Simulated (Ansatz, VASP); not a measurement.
# Co in VASP and in Ansatz

File INCAR:

```
SYSTEM = Co
PREC     = Accurate       ! precision mode
ENCUT    = 520            ! plane-wave cutoff, eV
EDIFF    = 1E-6           ! SCF threshold, eV
ISMEAR   = -1             ! smearing method
SIGMA    = 0.05           ! smearing width, eV
LREAL    = .FALSE.        ! projectors in reciprocal space
LASPH    = .TRUE.         ! aspherical terms in the spheres
NELM     = 150            ! most SCF steps
ALGO     = Fast           ! electronic algorithm
ISIF     = 2              ! what is computed and relaxed
LWAVE    = .FALSE.        ! write WAVECAR
LCHARG   = .TRUE.         ! write CHGCAR
ISPIN    = 2              ! spin polarisation
MAGMOM   = 2 2 2 2        ! initial moments
LORBIT   = 11             ! projections on sites
LMAXMIX  = 4              ! l up to which the mixer works
GGA      = B5             ! functional
ALDAX    = 1.0          
AGGAX    = 1.0          
AGGAC    = 1.0          
ALDAC    = 0.0          
LELF     = .TRUE.         ! ELF
LVHAR    = .TRUE.       
NBANDS   = 30             ! bands
```

File KPOINTS:

```
regular mesh
0
G
  12 12 4
  0 0 0
```

POSCAR

```
Co
1.0
    2.4371717178      0.0000000000      0.0000000000
   -1.2185858589      2.1106526210      0.0000000000
    0.0000000000      0.0000000000      7.9789199430
Co
4
Direct
    0.6666666667      0.3333333333      0.7500000000
    0.0000000000      0.0000000000      0.5000000000
    0.3333333333      0.6666666667      0.2500000000
    0.0000000000      0.0000000000      0.0000000000
```

input.yaml

```yaml
crystal:
  lattice:
    - [2.4371717178, 0.0, 0.0]
    - [-1.2185858589, 2.110652621, 0.0]
    - [0.0, 0.0, 7.978919943]
  atoms:
    - { symbol: Co, position: [0.6666666667, 0.3333333333, 0.75], spin: 2.0 }
    - { symbol: Co, position: [0.0, 0.0, 0.5], spin: 2.0 }
    - { symbol: Co, position: [0.3333333333, 0.6666666667, 0.25], spin: 2.0 }
    - { symbol: Co, position: [0.0, 0.0, 0.0], spin: 2.0 }
hamiltonian:
  xc: blyp
  pseudopotentials: { kind: paw }
magnetization:
  spin_polarized: true
kpoints:
  mp_grid: { grid: [12, 12, 4] }
scf:
  occupations: { method: fermi_dirac, width: 0.05 }
output:
  forces: true
  stress: true
  eigenvalues: true
```

Alike in both runs: task single point; functional BLYP; k mesh 12 × 12 × 4; occupations fermi-dirac, width 0.05 eV; collinear spin.

```csv
,VASP,Ansatz
version,VASP 6.6.1,Ansatz 0.2.0
potentials or method,"VASP PAW PBE potentials, release 64 (Co)",Ansatz PAW
plane-wave cutoff (eV),520,420
valence electrons in the cell,36,68
```

Ansatz gave:

```
gap on the k mesh at the Fermi level (eV)                     : none
pressure (GPa)                                                : 24.5
traceless stress, the component that is largest in VASP (GPa) : -2.32
net moment per atom (μB)                                      : 1.55
size of the moment on the site where the two differ most (μB) : 1.62
```

Question: Estimate VASP's values.

Answer: gap on the k mesh at the Fermi level (eV): none; pressure (GPa): 23.8; traceless stress, the component that is largest in VASP (GPa): -2.20; net moment per atom (μB): 1.54; size of the moment on the site where the two differ most (μB): 1.55.

VASP's potentials were made for PBE, not for BLYP. Site moments also hang on the region over which each program counts them. A gap of «none» marks a metal or a gap that the smearing closes. The functional is the same, so the differences come from potentials, cutoffs and numerics. VASP's potentials hold 36 valence electrons a cell and Ansatz's 68, so a difference there can come from the potentials and not from the codes.
